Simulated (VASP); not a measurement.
# TiO (km) (P-6m2) in VASP: single point with PBEsol

Aim: the single point of TiO (km) with PBEsol.

All numbers are computed with VASP 6.6.1; they aren't measurements. Logs are shortened: lines on timing, memory, paths and dates and some standing lists are left out, and cuts for length are marked.

**1. The cell of the first run**

Symmetry: P-6m2, No. 187, hexagonal system. Conventional cell: a = 2.789 Å, b = 2.789 Å, c = 2.794 Å, α = 90.00°, β = 90.00°, γ = 120.00°. Within 2.8 Å of Ti (site symmetry -6m2) lie 6 O at 2.13 Å and 8 Ti at 2.79 Å. O (site symmetry -6m2) has 6 Ti at 2.13 Å and 8 O at 2.79 Å within 2.8 Å.

**2. Single point, PBEsol**

File INCAR:

```
SYSTEM = TiO
ALGO = Normal
EDIFF = 1E-6
ENCUT = 600
GGA = PS
GGA_COMPAT = .FALSE.
ISIF = 2
ISMEAR = 0
LASPH = .TRUE.
LCHARG = .FALSE.
LREAL = .FALSE.
LWAVE = .FALSE.
NBANDS = 16
NELM = 120
PREC = Accurate
SIGMA = 0.1
```

File KPOINTS:

```
k-points
0
G
  6 6 6
  0 0 0
```

File POSCAR:

```
TiO
1.0
    2.7888530866      0.0000000000      0.0000000000
   -1.3944265433      2.4152176204      0.0000000000
    0.0000000000      0.0000000000      2.7938672528
Ti O
1 1
Direct
    0.6666666667      0.3333333333      0.0000000000
    0.0000000000      0.0000000000      0.5000000000
```

Potentials or basis: VASP PAW PBE potentials, release 64 (Ti_sv, O).

On the command line:

```console
$ cat potpaw_PBE.64/Ti_sv/POTCAR potpaw_PBE.64/O/POTCAR > POTCAR
$ mpirun -np 1 vasp_std > vasp.out
```

OUTCAR:

```text
SYSTEM = TiO
   EDIFF = 1E-6
   ENCUT = 600
   GGA = PS
   ISIF = 2
   ISMEAR = 0
   LASPH = .TRUE.
   LREAL = .FALSE.
   NELM = 120
   PREC = Accurate

 ion  position               nearest neighbor table
   1  0.667  0.333  0.000-   2 2.13   2 2.13   2 2.13   2 2.13   2 2.13   2 2.13
   2  0.000  0.000  0.500-   1 2.13   1 2.13   1 2.13   1 2.13   1 2.13   1 2.13

  LATTYP: Found a hexagonal cell.
 ALAT       =     2.7888530866
 C/A-ratio  =     1.0017979313

  Lattice vectors:

 A1 = (   2.7888530866,   0.0000000000,   0.0000000000)
 A2 = (  -1.3944265433,   2.4152176204,   0.0000000000)
 A3 = (   0.0000000000,   0.0000000000,   2.7938672528)

Analysis of symmetry for initial positions (statically):
=====================================================================
 Subroutine PRICEL returns:
 Original cell was already a primitive cell.

 Routine SETGRP: Setting up the symmetry group for a
 hexagonal supercell.

 Subroutine GETGRP returns: Found 12 space group operations
 (whereof 12 operations were pure point group operations)
 out of a pool of 24 trial point group operations.

The static configuration has the point symmetry D_3h.

Analysis of symmetry for dynamics (positions and initial velocities):
=====================================================================
 Subroutine PRICEL returns:
 Original cell was already a primitive cell.

 Routine SETGRP: Setting up the symmetry group for a
 hexagonal supercell.

 Subroutine GETGRP returns: Found 12 space group operations
 (whereof 12 operations were pure point group operations)
 out of a pool of 24 trial point group operations.

The dynamic configuration has the point symmetry D_3h.

 Subroutine INISYM returns: Found 12 space group operations
 (whereof 12 operations are pure point group operations),
 and found     1 'primitive' translations

----------------------------------------------------------------------------------------

                                     Primitive cell

  volume of cell :      18.8186

  direct lattice vectors                    reciprocal lattice vectors
     2.788853087  0.000000000  0.000000000     0.358570340  0.207020682  0.000000000
    -1.394426543  2.415217620  0.000000000     0.000000000  0.414041365  0.000000000
     0.000000000  0.000000000  2.793867253     0.000000000  0.000000000  0.357926812

  length of vectors
     2.788853087  2.788853087  2.793867253     0.414041365  0.414041365  0.357926812

  position of ions in fractional coordinates (direct lattice)
     0.666666667  0.333333333  0.000000000
     0.000000000  0.000000000  0.500000000

  ion indices of the primitive-cell ions
   primitive index   ion index
                 1           1
                 2           2

----------------------------------------------------------------------------------------

 KPOINTS: k-points

Automatic generation of k-mesh.
 Grid dimensions read from file:
 generate k-points for:    6    6    6

 Generating k-lattice:

  Cartesian coordinates                     Fractional coordinates (reciprocal lattice)
     0.059761723  0.034503447  0.000000000     0.166666667  0.000000000  0.000000000
     0.000000000  0.069006894  0.000000000     0.000000000  0.166666667  0.000000000
     0.000000000  0.000000000  0.059654469     0.000000000  0.000000000  0.166666667

  Length of vectors
     0.069006894  0.069006894  0.059654469

  Shift w.r.t. Gamma in fractional coordinates (k-lattice)
     0.000000000  0.000000000  0.000000000

 Subroutine IBZKPT returns following result:
 ===========================================

 Found     28 irreducible k-points:

 Following reciprocal coordinates:
            Coordinates               Weight
  0.000000  0.000000  0.000000      1.000000
  0.166667 -0.000000  0.000000      6.000000
  0.333333 -0.000000  0.000000      6.000000
  0.500000 -0.000000  0.000000      3.000000
  0.166667  0.166667  0.000000      6.000000
  0.333333  0.166667  0.000000     12.000000
[... 16 lines left out ...]
  0.166667 -0.000000  0.500000      6.000000
  0.333333 -0.000000  0.500000      6.000000
 [... further k-points ...]
   k-points           NKPTS =     28   k-points in BZ     NKDIM =     28   number of bands    NBANDS=     16
   number of dos      NEDOS =    301   number of ions     NIONS =      2
   total plane-waves  NPLWV =  13824
   dimension x,y,z NGX =    24 NGY =   24 NGZ =   24
   dimension x,y,z NGXF=    48 NGYF=   48 NGZF=   48
   ions per type =               1   1
   NGX,Y,Z   is equivalent  to a cutoff of  14.31, 14.31, 14.28 a.u.
   NGXF,Y,Z  is equivalent  to a cutoff of  28.61, 28.61, 28.56 a.u.
 SYSTEM =  TiO
   PREC   = accura    normal or accurate (medium, high low for compatibility)
   ISTART =      0    job   : 0-new  1-cont  2-samecut
   ICHARG =      2    charge: 1-file 2-atom 10-const
   ISPIN  =      1    spin polarized calculation?
   LNONCOLLINEAR =      F non collinear calculations
   LSORBIT =      F    spin-orbit coupling
   LASPH  =      T    aspherical Exc in radial PAW
   ENCUT  =  600.0 eV  44.10 Ry    6.64 a.u.   5.57  5.57  5.58*2*pi/ulx,y,z
   NELM   =    120;   NELMIN=  2; NELMDL= -5     # of ELM steps
   EDIFF  = 0.1E-05   stopping-criterion for ELM
   LREAL  =      F    real-space projection
   EDIFFG = 0.1E-04   stopping-criterion for IOM
   NSW    =      0    number of steps for IOM
   IBRION =     -1    ionic relax: 0-MD 1-quasi-New 2-CG
   NFREE  =      0    steps in history (QN), initial steepest desc. (CG)
   ISIF   =      2    stress and relaxation
   ISYM   =      2    0-nonsym 1-usesym 2-fastsym
   POTIM  = 0.5000    time-step for ionic-motion
   TEBEG  =    0.0;   TEEND  =   0.0 temperature during run
   PSTRESS=    0.0 pullay stress
   NELECT =      18.0000    total number of electrons
   NUPDOWN=      -1.0000    fix difference up-down
   EMIN   =  10.00;   EMAX   =-10.00  energy-range for DOS
   EFERMI =   0.00;   METHOD = LEGACY
   ISMEAR =     0;   SIGMA  =   0.10  broadening in eV -4-tet -1-fermi 0-gaus
   EFERMI_NEDOS =   21; number of points for ismear=-14 and -15
   IALGO  =     38    algorithm
   IMIX   =      4    mixing-type and parameters
     AMIX     =   0.40;   BMIX     =  1.00
     AMIX_MAG =   1.60;   BMIX_MAG =  1.00
  volume/ion in A,a.u.               =       9.41        63.50
  Fermi-wavevector in a.u.,A,eV,Ry     =   1.613008  3.048143 35.399554  2.601794
  Thomas-Fermi vector in A             =   2.708146
   LORBIT       =      0    0 simple, 1 ext, 2 COOP (PROOUT), +10 PAW based schemes
   GGA     = PS    functional components
   LHFCALC =     F    Hartree Fock is set to
   AEXX    =    0.0000 exact exchange contribution
   IVDW    =     0    specifies the selected vdW correction
   LEPSILON=     F    determine dielectric tensor
   LRPA    =     F    only Hartree local field effects (RPA)
 non-spin polarized calculation
 Gauss-broadening in eV      SIGMA  =   0.10
  energy-cutoff  :      600.00
  volume of cell :       18.82
 maximum number of plane-waves:       647
 NGX is ok and might be reduce to    24
   NGX = 11   NGY = 11   NGZ = 11

 number of electron      17.9999999 magnetization

 Free energy of the ion-electron system (eV)
  ---------------------------------------------------
  ext. energy  EPLUGINS =         0.00000000
  ---------------------------------------------------
  free energy    TOTEN  =       -18.77414401 eV

  energy without entropy =      -18.77304077  energy(sigma->0) =      -18.77359239

 E-fermi :  11.6571     XC(G=0): -13.2556

 val. band max:       11.6286746504   @ k =   0.0000   0.0000   0.5000
 cond. band min:      11.7819798882   @ k =   0.0000   0.0000   0.3333
 fundamental gap:      0.1533052378
 Fermi energy:        11.6571183694

 k-point     1 :       0.0000    0.0000    0.0000
  band No.  band energies     occupation
      1     -45.8799      2.00000
      2     -22.1464      2.00000
      3     -21.7617      2.00000
      4     -21.7617      2.00000
      5     -10.4083      2.00000
      6       5.8414      2.00000
[... 8 lines left out ...]
     15      25.8986      0.00000
     16      28.9753      0.00000

 k-point     2 :       0.1667   -0.0000    0.0000
  band No.  band energies     occupation
      1     -45.8424      2.00000
      2     -22.1131      2.00000
      3     -22.0141      2.00000
      4     -21.8113      2.00000
      5     -10.0648      2.00000
      6       4.7172      2.00000
[... 8 lines left out ...]
     15      25.4171      0.00000
     16      28.5337      0.00000

 k-point     3 :       0.3333   -0.0000    0.0000
  band No.  band energies     occupation
      1     -45.7664      2.00000
      2     -22.4907      2.00000
      3     -22.0460      2.00000
      4     -21.9091      2.00000
      5      -9.3708      2.00000
      6       3.0922      2.00000
[... 8 lines left out ...]
     15      24.6870      0.00000
     16      27.0662      0.00000

 k-point     4 :       0.5000   -0.0000    0.0000
  band No.  band energies     occupation
      1     -45.7279      2.00000
      2     -22.7171      2.00000
      3     -22.0121      2.00000
      4     -21.9574      2.00000
      5      -9.0139      2.00000
      6       2.4260      2.00000
[... 8 lines left out ...]
     15      23.4111      0.00000
     16      26.7665      0.00000

 k-point     5 :       0.1667    0.1667    0.0000
  band No.  band energies     occupation
      1     -45.7855      2.00000
      2     -22.3292      2.00000
      3     -22.0628      2.00000
      4     -21.9333      2.00000
      5      -9.5457      2.00000
      6       3.6248      2.00000
[... 8 lines left out ...]
     15      25.0273      0.00000
     16      27.5397      0.00000

 k-point     6 :       0.3333    0.1667    0.0000
  band No.  band energies     occupation
      1     -45.7280      2.00000
      2     -22.5995      2.00000
      3     -22.0862      2.00000
      4     -22.0122      2.00000
      5      -9.0150      2.00000
      6       2.8753      2.00000
[... 8 lines left out ...]
     15      24.1300      0.00000
     16      26.3377      0.00000

 k-point     7 :       0.3333    0.3333    0.0000
  band No.  band energies     occupation
      1     -45.7088      2.00000
      2     -22.4946      2.00000
      3     -22.3389      2.00000
      4     -21.9954      2.00000
      5      -8.8361      2.00000
      6       3.4621      2.00000
[... 8 lines left out ...]
     15      23.9512      0.00000
     16      24.6155      0.00000

 k-point     8 :       0.0000    0.0000    0.1667
  band No.  band energies     occupation
      1     -45.8592      2.00000
      2     -22.3569      2.00000
      3     -21.7470      2.00000
      4     -21.7470      2.00000
      5     -10.0772      2.00000
      6       4.7171      2.00000
[... 8 lines left out ...]
     15      25.7530      0.00000
     16      29.2156      0.00000

 k-point     9 :       0.1667   -0.0000    0.1667
  band No.  band energies     occupation
      1     -45.8223      2.00000
      2     -22.3145      2.00000
      3     -21.9837      2.00000
      4     -21.7954      2.00000
      5      -9.8185      2.00000
      6       4.5932      2.00000
[... 8 lines left out ...]
     15      25.2251      0.00000
     16      27.7610      0.00000
[... 172 lines left out ...]
 k-point    19 :       0.1667    0.1667    0.3333
  band No.  band energies     occupation
      1     -45.7278      2.00000
      2     -22.5809      2.00000
      3     -22.2124      2.00000
      4     -21.8753      2.00000
      5      -9.2193      2.00000
      6       3.5317      2.00000
[... 8 lines left out ...]
     15      23.8197      0.00000
     16      25.6277      0.00000

 k-point    20 :       0.3333    0.1667    0.3333
  band No.  band energies     occupation
      1     -45.6732      2.00000
      2     -22.4852      2.00000
      3     -22.4408      2.00000
      4     -22.0148      2.00000
      5      -9.1164      2.00000
      6       3.1476      2.00000
[... 8 lines left out ...]
     15      23.5866      0.00000
     16      25.2064      0.00000

 k-point    21 :       0.3333    0.3333    0.3333
  band No.  band energies     occupation
      1     -45.6550      2.00000
      2     -22.4286      2.00000
      3     -22.3502      2.00000
      4     -22.2585      2.00000
      5      -9.0725      2.00000
      6       2.9876      2.00000
[... 8 lines left out ...]
     15      23.5382      0.00000
     16      25.1372      0.00000

 k-point    22 :       0.0000    0.0000    0.5000
  band No.  band energies     occupation
      1     -45.7964      2.00000
      2     -22.9456      2.00000
      3     -21.7026      2.00000
      4     -21.7026      2.00000
      5      -9.0283      2.00000
      6       2.1079      2.00000
[... 8 lines left out ...]
     15      19.9186      0.00000
     16      30.9882      0.00000

 k-point    23 :       0.1667   -0.0000    0.5000
  band No.  band energies     occupation
      1     -45.7614      2.00000
      2     -22.8637      2.00000
      3     -21.9130      2.00000
      4     -21.7475      2.00000
      5      -9.0669      2.00000
      6       2.5484      2.00000
[... 8 lines left out ...]
     15      20.2623      0.00000
     16      28.1275      0.00000

 k-point    24 :       0.3333   -0.0000    0.5000
  band No.  band energies     occupation
      1     -45.6905      2.00000
      2     -22.6959      2.00000
      3     -22.3198      2.00000
      4     -21.8362      2.00000
      5      -9.1407      2.00000
      6       3.2279      2.00000
[... 8 lines left out ...]
     15      22.7333      0.00000
     16      25.6120      0.00000

 [... further k-points ...]
[... 5 lines left out ...]
  --------------------------------------------------------------------------------------
  -------------------------------------------------------------------------------------
  Total        0.0284000      0.0284000      0.1528222      0.0000000      0.0000000     -0.0000000
  in kB        2.4179147      2.4179147     13.0109562      0.0000000      0.0000000     -0.0000000
  external PRESSURE =       5.9489285 kB  Pullay stress =       0.0000000 kB

 VOLUME and BASIS-vectors are now :
 -----------------------------------------------------------------------------
  energy-cutoff  :      600.00
  volume of cell :       18.82
      direct lattice vectors                 reciprocal lattice vectors
     2.788853087  0.000000000  0.000000000     0.358570340  0.207020682  0.000000000
    -1.394426543  2.415217620  0.000000000     0.000000000  0.414041365  0.000000000
     0.000000000  0.000000000  2.793867253     0.000000000  0.000000000  0.357926812

 POSITION                                       TOTAL-FORCE (eV/Angst)
 -----------------------------------------------------------------------------------
      1.39443      0.80507      0.00000        -0.000000      0.000000      0.000000
      0.00000      0.00000      1.39693         0.000000      0.000000      0.000000
 -----------------------------------------------------------------------------------
    total drift:                               -0.000000      0.000000      0.000000

  FREE ENERGIE OF THE ION-ELECTRON SYSTEM (eV)
  ---------------------------------------------------
  free  energy   TOTEN  =       -18.7741440063 eV

  energy  without entropy=      -18.7730407714  energy(sigma->0) =      -18.77359239
```

Run time: 12 s. Hardware: 1 thread of AMD EPYC 7R43 (Zen 3), shared host; peak memory 0.1 GiB.

What came out:

```
Free energy            : -18.7741 eV
Pressure               : 0.6 GPa
Band gap on the k mesh : zero (filled and empty bands touch)
```

Stress tensor (GPa, compression positive):
```
0.24 0.00 0.00
0.00 0.24 0.00
0.00 0.00 1.30
```

Levels at points of the mesh, in eV from the Fermi level:
| k point | band 5 | band 6 | band 7 | band 8 | band 9 | band 10 | band 11 | band 12 | band 13 | band 14 |
| --- | --- | --- | --- | --- | --- | --- | --- | --- | --- | --- |
| (0.00, 0.00, 0.00) | -22.07 | -5.82 | -5.82 | -5.54 | -3.10 | 1.71 | 1.71 | 1.71 | 2.14 | 2.14 |
| (0.50, 0.00, 0.00) | -20.67 | -9.23 | -6.68 | -5.53 | -2.60 | 1.63 | 2.03 | 2.83 | 3.04 | 6.47 |
| (0.00, 0.00, 0.50) | -20.69 | -9.55 | -5.44 | -5.44 | -0.03 | -0.03 | 0.83 | 1.91 | 1.91 | 6.96 |
| (0.50, 0.00, 0.50) | -20.83 | -8.23 | -8.11 | -6.83 | -0.78 | 1.82 | 3.01 | 3.12 | 3.65 | 8.58 |

Caveat: the k points lie up to 0.43 Å⁻¹ apart; the PAW data sets were made with another functional, which shifts forces and pressure a little; semilocal functionals often make such compounds metallic where correlation or magnetic order opens a gap, which also shifts bond lengths.
